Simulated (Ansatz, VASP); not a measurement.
InSb2 in VASP and in Ansatz

```
In Sb
1.0
     3.19889    1.84688    5.22907
    -3.19889    1.84688    5.22907
     0.00000   -3.69376    5.22907
In Sb
2 4
Direct
  0.12545 0.12545 0.12545
  0.87455 0.87455 0.87455
  0.50000 0.50000 0.00000
  0.00000 0.50000 0.50000
  0.50000 0.00000 0.50000
  0.50000 0.50000 0.50000
```

Change from the starting cell: species swapped into the TbCo2 type (R-3m, No. 166).

Alike in both runs: functional PBE; k mesh 6 × 6 × 6; occupations gaussian, width 0.1 eV; no spin polarisation.

Ansatz relaxed the structure, and its values are those at the end. VASP's run is a single point on that final structure, the one shown.

|  | VASP | Ansatz |
| --- | --- | --- |
| version | VASP 6.6.1 | Ansatz 0.2.0 |
| potentials or method | VASP PAW PBE potentials, release 64 (In_d, Sb), cutoff 520 eV | scalar-relativistic, plane waves, PAW |
| valence electrons in the cell | 46 | 86 |

```tsv
	VASP	Ansatz	Ansatz less VASP
gap on the k mesh at the Fermi level (eV)	none	none	-
pressure (GPa)	-0.1	0.0	+0.05
```

A gap of «none» marks a metal or a gap that the smearing closes. VASP's potentials hold 46 valence electrons a cell and Ansatz's 86, so a difference there can come from the potentials and not from the codes.

Spin-orbit coupling is off throughout.
